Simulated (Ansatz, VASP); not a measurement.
**Sn in VASP and in Ansatz**

INCAR

```
PREC = Accurate
ENCUT = 500
EDIFF = 1E-6
ISMEAR = 0
SIGMA = 0.1
LREAL = F
LASPH = T
NELM = 120
ALGO = Normal
ISIF = 2
LWAVE = F
LCHARG = F
GGA = PE
NBANDS = 13
GGA_COMPAT = F
```

File KPOINTS:

```
regular mesh
0
Gamma
  6 6 6
```

File POSCAR:

```
Sn
1.0
   -1.9206997094      1.8255925592      1.8717101554
    1.9105090687     -1.8792337824      1.9151607379
    1.9413681672      1.8999022402     -1.9253513786
Sn
1
Direct
    0.0000000000      0.0000000000      0.0000000000
```

Input for Ansatz:

```yaml
crystal:
  lattice:
    - [-1.9206997094, 1.8255925592, 1.8717101554]
    - [1.9105090687, -1.8792337824, 1.9151607379]
    - [1.9413681672, 1.8999022402, -1.9253513786]
  atoms:
    - { symbol: Sn, position: [0.0, 0.0, 0.0] }
basis:
  ecutwfc: 420
kpoints:
  mp_grid: { grid: [6, 6, 6] }
hamiltonian:
  xc: pbe
scf:
  occupations: { method: gaussian, width: 0.1 }
  max_iter: 100
output:
  forces: true
  stress: true
  eigenvalues: true
```

Alike in both runs: task single point; functional PBE; k mesh 6 × 6 × 6; occupations gaussian, width 0.1 eV; no spin polarisation.

|  | VASP | Ansatz |
| --- | --- | --- |
| version | VASP 6.6.1 | Ansatz 0.2.0 |
| potentials or method | VASP PAW PBE potentials, release 64 (Sn_d), cutoff 500 eV | scalar-relativistic, plane waves, PAW |
| valence electrons in the cell | 14 | 14 |

|  | VASP | Ansatz | Ansatz less VASP |
| --- | --- | --- | --- |
| gap on the k mesh at the Fermi level (eV) | none | none | - |
| pressure (GPa) | 0.8 | 0.8 | +0.03 |
| traceless stress, the component that is largest in VASP (GPa) | -1.05 | -1.05 | -0.002 |

A gap of «none» marks a metal or a gap that the smearing closes. With one functional, cell and mesh, what is left measures potentials, basis and numerics.

The k mesh is coarse, so the values compare programs but aren't converged.
